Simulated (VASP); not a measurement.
# Os (Fm-3m) in VASP: notebook

Os is run at these levels: LDA; tasks: single point.

Program: VASP 6.6.1. These are calculated values, not measurements. Logs are shortened: lines on timing, memory, paths and dates and some standing lists are left out, and cuts for length are marked.

## (1) The cell of the first run

The structure is cubic, space group Fm-3m (No. 225). The conventional cell has a = 3.752 Å, b = 3.752 Å, c = 3.752 Å, α = 90.00°, β = 90.00°, γ = 90.00°. Os (site symmetry m-3m) has 12 Os at 2.65 Å within 3.5 Å.

## (2) Single point, LDA (volume scaled by 0.96)

INCAR

```
PREC = Accurate
ENCUT = 500
EDIFF = 1E-6
ISMEAR = -1
SIGMA = 0.1
LREAL = False
LASPH = True
NELM = 120
ALGO = Normal
ISIF = 2
LWAVE = False
LCHARG = False
GGA = CA
NBANDS = 14
GGA_COMPAT = False
```

KPOINTS

```
Automatic mesh
0
Gamma
  16 16 16
```

POSCAR

```
Os
1.0
    0.0000000000      1.8762125453      1.8762125453
    1.8762125453      0.0000000000      1.8762125453
    1.8762125453      1.8762125453      0.0000000000
Os
1
Direct
    0.0000000000      0.0000000000      0.0000000000
```

Potentials or basis: VASP PAW LDA potentials, release 64 (Os_sv_GW).

Command:

```sh
> cat potpaw_LDA.64/Os_sv_GW/POTCAR > POTCAR
> mpirun -np 1 vasp_std > vasp.out
```

OUTCAR:

```text
PREC = Accurate
   ENCUT = 500
   EDIFF = 1E-6
   ISMEAR = -1
   LREAL = False
   LASPH = True
   NELM = 120
   ISIF = 2
   GGA = CA

 ion  position               nearest neighbor table
   1  0.000  0.000  0.000-

  LATTYP: Found a face centered cubic cell.
 ALAT       =     3.7524250906

  Lattice vectors:

 A1 = (   0.0000000000,   1.8762125453,   1.8762125453)
 A2 = (   1.8762125453,   0.0000000000,   1.8762125453)
 A3 = (   1.8762125453,   1.8762125453,   0.0000000000)

Analysis of symmetry for initial positions (statically):
=====================================================================
 Subroutine PRICEL returns:
 Original cell was already a primitive cell.

 Routine SETGRP: Setting up the symmetry group for a
 face centered cubic supercell.

 Subroutine GETGRP returns: Found 48 space group operations
 (whereof 48 operations were pure point group operations)
 out of a pool of 48 trial point group operations.

The static configuration has the point symmetry O_h .

Analysis of symmetry for dynamics (positions and initial velocities):
=====================================================================
 Subroutine PRICEL returns:
 Original cell was already a primitive cell.

 Routine SETGRP: Setting up the symmetry group for a
 face centered cubic supercell.

 Subroutine GETGRP returns: Found 48 space group operations
 (whereof 48 operations were pure point group operations)
 out of a pool of 48 trial point group operations.

The dynamic configuration has the point symmetry O_h .

 Subroutine INISYM returns: Found 48 space group operations
 (whereof 48 operations are pure point group operations),
 and found     1 'primitive' translations

----------------------------------------------------------------------------------------

                                     Primitive cell

  volume of cell :      13.2092

  direct lattice vectors                    reciprocal lattice vectors
     0.000000000  1.876212545  1.876212545    -0.266494327  0.266494327  0.266494327
     1.876212545  0.000000000  1.876212545     0.266494327 -0.266494327  0.266494327
     1.876212545  1.876212545  0.000000000     0.266494327  0.266494327 -0.266494327

  length of vectors
     2.653365227  2.653365227  2.653365227     0.461581715  0.461581715  0.461581715

  position of ions in fractional coordinates (direct lattice)
     0.000000000  0.000000000  0.000000000

  ion indices of the primitive-cell ions
   primitive index   ion index
                 1           1

----------------------------------------------------------------------------------------

 KPOINTS: Automatic mesh

Automatic generation of k-mesh.
 Grid dimensions read from file:
 generate k-points for:   16   16   16

 Generating k-lattice:

  Cartesian coordinates                     Fractional coordinates (reciprocal lattice)
    -0.016655895  0.016655895  0.016655895     0.062500000  0.000000000  0.000000000
     0.016655895 -0.016655895  0.016655895     0.000000000  0.062500000  0.000000000
     0.016655895  0.016655895 -0.016655895     0.000000000  0.000000000  0.062500000

  Length of vectors
     0.028848857  0.028848857  0.028848857

  Shift w.r.t. Gamma in fractional coordinates (k-lattice)
     0.000000000  0.000000000  0.000000000

 Subroutine IBZKPT returns following result:
 ===========================================

 Found    145 irreducible k-points:

 Following reciprocal coordinates:
            Coordinates               Weight
  0.000000  0.000000  0.000000      1.000000
  0.062500  0.000000  0.000000      8.000000
  0.125000  0.000000  0.000000      8.000000
  0.187500  0.000000  0.000000      8.000000
  0.250000  0.000000  0.000000      8.000000
  0.312500  0.000000  0.000000      8.000000
[... 16 lines left out ...]
 -0.125000  0.062500  0.000000     24.000000
 -0.062500  0.062500  0.000000     12.000000
 [... further k-points ...]
   k-points           NKPTS =    145   k-points in BZ     NKDIM =    145   number of bands    NBANDS=     14
   number of dos      NEDOS =    301   number of ions     NIONS =      1
   total plane-waves  NPLWV =   8000
   dimension x,y,z NGX =    20 NGY =   20 NGZ =   20
   dimension x,y,z NGXF=    40 NGYF=   40 NGZF=   40
   ions per type =               1
   NGX,Y,Z   is equivalent  to a cutoff of  12.53, 12.53, 12.53 a.u.
   NGXF,Y,Z  is equivalent  to a cutoff of  25.06, 25.06, 25.06 a.u.
 SYSTEM =  unknown system
   PREC   = accura    normal or accurate (medium, high low for compatibility)
   ISTART =      0    job   : 0-new  1-cont  2-samecut
   ICHARG =      2    charge: 1-file 2-atom 10-const
   ISPIN  =      1    spin polarized calculation?
   LNONCOLLINEAR =      F non collinear calculations
   LSORBIT =      F    spin-orbit coupling
   LASPH  =      T    aspherical Exc in radial PAW
   ENCUT  =  500.0 eV  36.75 Ry    6.06 a.u.   4.84  4.84  4.84*2*pi/ulx,y,z
   NELM   =    120;   NELMIN=  2; NELMDL= -5     # of ELM steps
   EDIFF  = 0.1E-05   stopping-criterion for ELM
   LREAL  =      F    real-space projection
   EDIFFG = 0.1E-04   stopping-criterion for IOM
   NSW    =      0    number of steps for IOM
   IBRION =     -1    ionic relax: 0-MD 1-quasi-New 2-CG
   NFREE  =      0    steps in history (QN), initial steepest desc. (CG)
   ISIF   =      2    stress and relaxation
   ISYM   =      2    0-nonsym 1-usesym 2-fastsym
   POTIM  = 0.5000    time-step for ionic-motion
   TEBEG  =    0.0;   TEEND  =   0.0 temperature during run
   PSTRESS=    0.0 pullay stress
   NELECT =      16.0000    total number of electrons
   NUPDOWN=      -1.0000    fix difference up-down
   EMIN   =  10.00;   EMAX   =-10.00  energy-range for DOS
   EFERMI =   0.00;   METHOD = LEGACY
   ISMEAR =    -1;   SIGMA  =   0.10  broadening in eV -4-tet -1-fermi 0-gaus
   EFERMI_NEDOS =   21; number of points for ismear=-14 and -15
   IALGO  =     38    algorithm
   IMIX   =      4    mixing-type and parameters
     AMIX     =   0.40;   BMIX     =  1.00
     AMIX_MAG =   1.60;   BMIX_MAG =  1.00
  volume/ion in A,a.u.               =      13.21        89.14
  Fermi-wavevector in a.u.,A,eV,Ry     =   1.745110  3.297780 41.435301  3.045409
  Thomas-Fermi vector in A             =   2.816860
   LORBIT       =      0    0 simple, 1 ext, 2 COOP (PROOUT), +10 PAW based schemes
   GGA     = CA    functional components
   LHFCALC =     F    Hartree Fock is set to
   AEXX    =    0.0000 exact exchange contribution
   IVDW    =     0    specifies the selected vdW correction
   LEPSILON=     F    determine dielectric tensor
   LRPA    =     F    only Hartree local field effects (RPA)
 non-spin polarized calculation
  energy-cutoff  :      500.00
  volume of cell :       13.21
 maximum number of plane-waves:       344
   NGX =  9   NGY =  9   NGZ =  9

 number of electron      15.9999999 magnetization

 Free energy of the ion-electron system (eV)
  ---------------------------------------------------
  ext. energy  EPLUGINS =         0.00000000
  ---------------------------------------------------
  free energy    TOTEN  =       -13.63417724 eV

  energy without entropy =      -13.61005756  energy(sigma->0) =      -13.62211740

 E-fermi :  14.5938     XC(G=0): -15.1732

 val. band max:       14.5912469273   @ k =   0.4375   0.3125   0.1250
 cond. band min:      14.6106097911   @ k =   0.0000   0.0000   0.0000
 fundamental gap:      0.0193628638
 Fermi energy:        14.5938485197

 k-point     1 :       0.0000    0.0000    0.0000
  band No.  band energies     occupation
      1     -71.6168      2.00000
      2     -30.6271      2.00000
      3     -30.6271      2.00000
      4     -30.6271      2.00000
      5       3.2805      2.00000
      6      11.2504      2.00000
      7      11.2504      2.00000
      8      11.2504      2.00000
      9      14.6106      0.91639
     10      14.6106      0.91639
     11      27.8113      0.00000
     12      33.8678      0.00000
     13      33.8678      0.00000
     14      33.8678      0.00000

 k-point     2 :       0.0625    0.0000    0.0000
  band No.  band energies     occupation
      1     -71.6118      2.00000
      2     -30.6816      2.00000
      3     -30.6341      2.00000
      4     -30.6341      2.00000
      5       3.4789      2.00000
      6      11.1267      2.00000
      7      11.3405      2.00000
      8      11.3405      2.00000
      9      14.5394      1.26578
     10      14.5394      1.26578
     11      28.1838      0.00000
     12      33.0624      0.00000
     13      34.2228      0.00000
     14      34.2228      0.00000

 k-point     3 :       0.1250    0.0000    0.0000
  band No.  band energies     occupation
      1     -71.5973      2.00000
      2     -30.8344      2.00000
      3     -30.6540      2.00000
      4     -30.6540      2.00000
      5       4.0416      2.00000
      6      10.8291      2.00000
      7      11.5657      2.00000
      8      11.5658      2.00000
      9      14.3966      1.75578
     10      14.3966      1.75578
     11      29.1592      0.00000
     12      31.5934      0.00000
     13      35.2492      0.00000
     14      35.2492      0.00000

 k-point     4 :       0.1875    0.0000    0.0000
  band No.  band energies     occupation
      1     -71.5756      2.00000
      2     -31.0575      2.00000
      3     -30.6839      2.00000
      4     -30.6839      2.00000
      5       4.8546      2.00000
      6      10.5535      2.00000
      7      11.7715      2.00000
      8      11.7715      2.00000
      9      14.3926      1.76423
     10      14.3926      1.76423
     11      29.4840      0.00000
     12      31.1638      0.00000
     13      36.8491      0.00000
     14      36.8491      0.00000

 k-point     5 :       0.2500    0.0000    0.0000
  band No.  band energies     occupation
      1     -71.5501      2.00000
      2     -31.3168      2.00000
      3     -30.7185      2.00000
      4     -30.7185      2.00000
      5       5.6783      2.00000
      6      10.5962      2.00000
      7      11.7637      2.00000
      8      11.7637      2.00000
      9      14.7643      0.30766
     10      14.7643      0.30766
     11      28.2890      0.00000
[... 276 lines left out ...]
 k-point    22 :      -0.1875    0.0625    0.0000
  band No.  band energies     occupation
      1     -71.5636      2.00000
      2     -31.1527      2.00000
      3     -30.7458      2.00000
      4     -30.6805      2.00000
      5       5.3090      2.00000
      6      10.3508      2.00000
      7      11.8253      2.00000
      8      11.9311      2.00000
      9      13.9109      1.99784
     10      15.0419      0.02239
     11      29.4186      0.00000
     12      31.6523      0.00000
     13      36.3493      0.00000
     14      38.4332      0.00000

 k-point    23 :      -0.1250    0.0625    0.0000
  band No.  band energies     occupation
      1     -71.5866      2.00000
      2     -30.9238      2.00000
      3     -30.7049      2.00000
      4     -30.6528      2.00000
      5       4.4578      2.00000
      6      10.5781      2.00000
      7      11.7298      2.00000
      8      11.7567      2.00000
      9      13.9541      1.99667
     10      14.7178      0.44903
     11      29.8366      0.00000
     12      31.1852      0.00000
     13      35.0087      0.00000
     14      36.5138      0.00000

 k-point    24 :      -0.0625    0.0625    0.0000
  band No.  band energies     occupation
      1     -71.6036      2.00000
      2     -30.7575      2.00000
      3     -30.6658      2.00000
      4     -30.6366      2.00000
      5       3.8004      2.00000
      6      10.9084      2.00000
      7      11.4646      2.00000
      8      11.5310      2.00000
      9      14.2539      1.93540
     10      14.6275      0.83350
     11      28.7736      0.00000
     12      32.3515      0.00000
     13      34.2371      0.00000
     14      35.0699      0.00000

 [... further k-points ...]
[... 5 lines left out ...]
  --------------------------------------------------------------------------------------
  -------------------------------------------------------------------------------------
  Total        1.5733468      1.5733468      1.5733468     -0.0000000     -0.0000000      0.0000000
  in kB      190.8354053    190.8354053    190.8354053     -0.0000000     -0.0000000      0.0000000
  external PRESSURE =     190.8354053 kB  Pullay stress =       0.0000000 kB

 VOLUME and BASIS-vectors are now :
 -----------------------------------------------------------------------------
  energy-cutoff  :      500.00
  volume of cell :       13.21
      direct lattice vectors                 reciprocal lattice vectors
     0.000000000  1.876212545  1.876212545    -0.266494327  0.266494327  0.266494327
     1.876212545  0.000000000  1.876212545     0.266494327 -0.266494327  0.266494327
     1.876212545  1.876212545  0.000000000     0.266494327  0.266494327 -0.266494327

 POSITION                                       TOTAL-FORCE (eV/Angst)
 -----------------------------------------------------------------------------------
      0.00000      0.00000      0.00000         0.000000      0.000000     -0.000000
 -----------------------------------------------------------------------------------
    total drift:                                0.000000     -0.000000     -0.000000

  FREE ENERGIE OF THE ION-ELECTRON SYSTEM (eV)
  ---------------------------------------------------
  free  energy   TOTEN  =       -13.6341772405 eV

  energy  without entropy=      -13.6100575582  energy(sigma->0) =      -13.62211740
```

It took 18 s on 1 thread of Intel Xeon Platinum 8259CL at 2.50GHz (Skylake/Cascade Lake), shared host; peak memory 0.14 GiB.

Results:

| Quantity | Value |
| --- | --- |
| Free energy | -13.6342 eV |
| Pressure | 19.1 GPa |
| Band gap on the k mesh | zero (band 8 reaches 17.24 eV, above the bottom of band 9 at 12.69 eV) |

Caveat: spin-orbit coupling is left out, which moves the levels of the heavy elements.

(Continued in part 2 of 2.)
